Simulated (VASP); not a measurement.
# S (Fm-3m) in VASP: further runs

Runs on S. Level: LDA. Tasks: single point.

Everything below comes from runs of VASP 6.6.1. Logs are shortened: lines on timing, memory, paths and dates and some standing lists are left out, and cuts for length are marked.

**1. The cell of the first run**

Symmetry: Fm-3m, No. 225, cubic system. Conventional cell: a = 3.455 Å, b = 3.455 Å, c = 3.455 Å, α = 90.00°, β = 90.00°, γ = 90.00°. Within 3.2 Å of S (site symmetry m-3m) lie 12 S at 2.44 Å.

This isn't the form of S at room conditions, which is orthorhombic, of S8 rings.

**2. Single point, LDA (10.31 Å³/atom)**

File INCAR:

```
SYSTEM = S
PREC     = Accurate       ! precision mode
ENCUT    = 500            ! plane-wave cutoff, eV
EDIFF    = 1E-6           ! SCF threshold, eV
ISMEAR   = -1             ! smearing method
SIGMA    = 0.08           ! smearing width, eV
LREAL    = .False.        ! projectors in reciprocal space
LASPH    = .True.         ! aspherical terms in the spheres
NELM     = 120            ! most SCF steps
ALGO     = Normal         ! electronic algorithm
ISIF     = 2              ! what is computed and relaxed
LWAVE    = .False.        ! write WAVECAR
LCHARG   = .False.        ! write CHGCAR
GGA      = CA             ! functional
NBANDS   = 9              ! bands
GGA_COMPAT= .False.
```

File KPOINTS:

```
regular mesh
0
Gamma
  16 16 16
  0 0 0
```

File POSCAR:

```
S
1.0
    0.0000000000      1.7276248844      1.7276248844
    1.7276248844      0.0000000000      1.7276248844
    1.7276248844      1.7276248844      0.0000000000
S
1
Direct
    0.0000000000      0.0000000000      0.0000000000
```

Potentials or basis: VASP PAW LDA potentials, release 64 (S).

Launch:

```console
$ cat potpaw_LDA.64/S/POTCAR > POTCAR
$ mpirun -np 1 vasp_std > vasp.out
```

OUTCAR:

```text
SYSTEM = S
   PREC = Accurate
   ENCUT = 500
   EDIFF = 1E-6
   ISMEAR = -1
   LREAL = .False.
   LASPH = .True.
   NELM = 120
   ISIF = 2
   GGA = CA

 ion  position               nearest neighbor table
   1  0.000  0.000  0.000-

  LATTYP: Found a face centered cubic cell.
 ALAT       =     3.4552497688

  Lattice vectors:

 A1 = (   0.0000000000,   1.7276248844,   1.7276248844)
 A2 = (   1.7276248844,   0.0000000000,   1.7276248844)
 A3 = (   1.7276248844,   1.7276248844,   0.0000000000)

Analysis of symmetry for initial positions (statically):
=====================================================================
 Subroutine PRICEL returns:
 Original cell was already a primitive cell.

 Routine SETGRP: Setting up the symmetry group for a
 face centered cubic supercell.

 Subroutine GETGRP returns: Found 48 space group operations
 (whereof 48 operations were pure point group operations)
 out of a pool of 48 trial point group operations.

The static configuration has the point symmetry O_h .

Analysis of symmetry for dynamics (positions and initial velocities):
=====================================================================
 Subroutine PRICEL returns:
 Original cell was already a primitive cell.

 Routine SETGRP: Setting up the symmetry group for a
 face centered cubic supercell.

 Subroutine GETGRP returns: Found 48 space group operations
 (whereof 48 operations were pure point group operations)
 out of a pool of 48 trial point group operations.

The dynamic configuration has the point symmetry O_h .

 Subroutine INISYM returns: Found 48 space group operations
 (whereof 48 operations are pure point group operations),
 and found     1 'primitive' translations

----------------------------------------------------------------------------------------

                                     Primitive cell

  volume of cell :      10.3128

  direct lattice vectors                    reciprocal lattice vectors
     0.000000000  1.727624884  1.727624884    -0.289414678  0.289414678  0.289414678
     1.727624884  0.000000000  1.727624884     0.289414678 -0.289414678  0.289414678
     1.727624884  1.727624884  0.000000000     0.289414678  0.289414678 -0.289414678

  length of vectors
     2.443230542  2.443230542  2.443230542     0.501280927  0.501280927  0.501280927

[... 79 lines left out ...]
   LREAL  =      F    real-space projection
   EDIFFG = 0.1E-04   stopping-criterion for IOM
   NSW    =      0    number of steps for IOM
   IBRION =     -1    ionic relax: 0-MD 1-quasi-New 2-CG
   NFREE  =      0    steps in history (QN), initial steepest desc. (CG)
   ISIF   =      2    stress and relaxation
   ISYM   =      2    0-nonsym 1-usesym 2-fastsym
   POTIM  = 0.5000    time-step for ionic-motion
   TEBEG  =    0.0;   TEEND  =   0.0 temperature during run
   PSTRESS=    0.0 pullay stress
   NELECT =       6.0000    total number of electrons
   NUPDOWN=      -1.0000    fix difference up-down
   EMIN   =  10.00;   EMAX   =-10.00  energy-range for DOS
   EFERMI =   0.00;   METHOD = LEGACY
   ISMEAR =    -1;   SIGMA  =   0.08  broadening in eV -4-tet -1-fermi 0-gaus
   EFERMI_NEDOS =   21; number of points for ismear=-14 and -15
   IALGO  =     38    algorithm
   IMIX   =      4    mixing-type and parameters
     AMIX     =   0.40;   BMIX     =  1.00
     AMIX_MAG =   1.60;   BMIX_MAG =  1.00
  volume/ion in A,a.u.               =      10.31        69.59
  Fermi-wavevector in a.u.,A,eV,Ry     =   1.366677  2.582645 25.413034  1.867805
  Thomas-Fermi vector in A             =   2.492796
   LORBIT       =      0    0 simple, 1 ext, 2 COOP (PROOUT), +10 PAW based schemes
   GGA     = CA    functional components
   LHFCALC =     F    Hartree Fock is set to
   AEXX    =    0.0000 exact exchange contribution
   IVDW    =     0    specifies the selected vdW correction
   LEPSILON=     F    determine dielectric tensor
   LRPA    =     F    only Hartree local field effects (RPA)
 non-spin polarized calculation
  energy-cutoff  :      500.00
  volume of cell :       10.31
 maximum number of plane-waves:       274
 NGX is ok and might be reduce to    18
   NGX =  9   NGY =  9   NGZ =  9

 number of electron       5.9999999 magnetization

 Free energy of the ion-electron system (eV)
  ---------------------------------------------------
  ext. energy  EPLUGINS =         0.00000000
  ---------------------------------------------------
  free energy    TOTEN  =        -2.95759516 eV

  energy without entropy =       -2.94738618  energy(sigma->0) =       -2.95249067

 E-fermi :  14.9004     XC(G=0): -13.3783

 val. band max:       14.8712994433   @ k =   0.3750   0.3125   0.0625
 cond. band min:      14.9155909561   @ k =   0.2500   0.1250   0.0625
 fundamental gap:      0.0442915128
 Fermi energy:        14.9004204693

 k-point     1 :       0.0000    0.0000    0.0000
  band No.  band energies     occupation
      1      -7.2160      2.00000
      2      21.0225      0.00000
      3      21.0225      0.00000
      4      21.0225      0.00000
      5      27.0752      0.00000
      6      27.0752      0.00000
      7      27.0752      0.00000
      8      34.8441      0.00000
      9      34.8455      0.00000
[... 265 lines left out ...]
 k-point    24 :      -0.0625    0.0625    0.0000
  band No.  band energies     occupation
      1      -6.8541      2.00000
      2      19.0653      0.00000
      3      19.5054      0.00000
      4      21.0147      0.00000
      5      27.1054      0.00000
      6      27.4328      0.00000
      7      28.4984      0.00000
      8      33.0774      0.00000
      9      34.1998      0.00000

 [... further k-points ...]

------------------------ aborting loop because EDIFF is reached ----------------------------------------

  FORCE on cell =-STRESS in cart. coord.  units (eV):
  Direction    XX          YY          ZZ          XY          YZ          ZX
  --------------------------------------------------------------------------------------
  -------------------------------------------------------------------------------------
  Total        4.6273476      4.6273476      4.6273476     -0.0000000      0.0000000     -0.0000000
  in kB      718.8931763    718.8931763    718.8931763     -0.0000000      0.0000000     -0.0000000
  external PRESSURE =     718.8931763 kB  Pullay stress =       0.0000000 kB

 VOLUME and BASIS-vectors are now :
 -----------------------------------------------------------------------------
  energy-cutoff  :      500.00
  volume of cell :       10.31
      direct lattice vectors                 reciprocal lattice vectors
     0.000000000  1.727624884  1.727624884    -0.289414678  0.289414678  0.289414678
     1.727624884  0.000000000  1.727624884     0.289414678 -0.289414678  0.289414678
     1.727624884  1.727624884  0.000000000     0.289414678  0.289414678 -0.289414678

 POSITION                                       TOTAL-FORCE (eV/Angst)
 -----------------------------------------------------------------------------------
      0.00000      0.00000      0.00000         0.000000      0.000000      0.000000
 -----------------------------------------------------------------------------------
    total drift:                               -0.000000     -0.000000     -0.000000

  FREE ENERGIE OF THE ION-ELECTRON SYSTEM (eV)
  ---------------------------------------------------
  free  energy   TOTEN  =        -2.9575951614 eV

  energy  without entropy=       -2.9473861809  energy(sigma->0) =       -2.95249067
```

It took 4.4 s on 1 thread of Intel Xeon 6975P-C (Granite Rapids), shared host; peak memory 0.11 GiB.

What came out:

| Property | Result |
| --- | --- |
| Free energy | -2.9576 eV |
| Pressure | 71.9 GPa |
| Band gap on the k mesh | zero (bands 3 and 4 overlap by 11.34 eV) |

Caveat: the cell stands under pressure.

[end of part 1 of 2]

The gap in the log of VASP goes by the Fermi energy; the results here count the filled bands.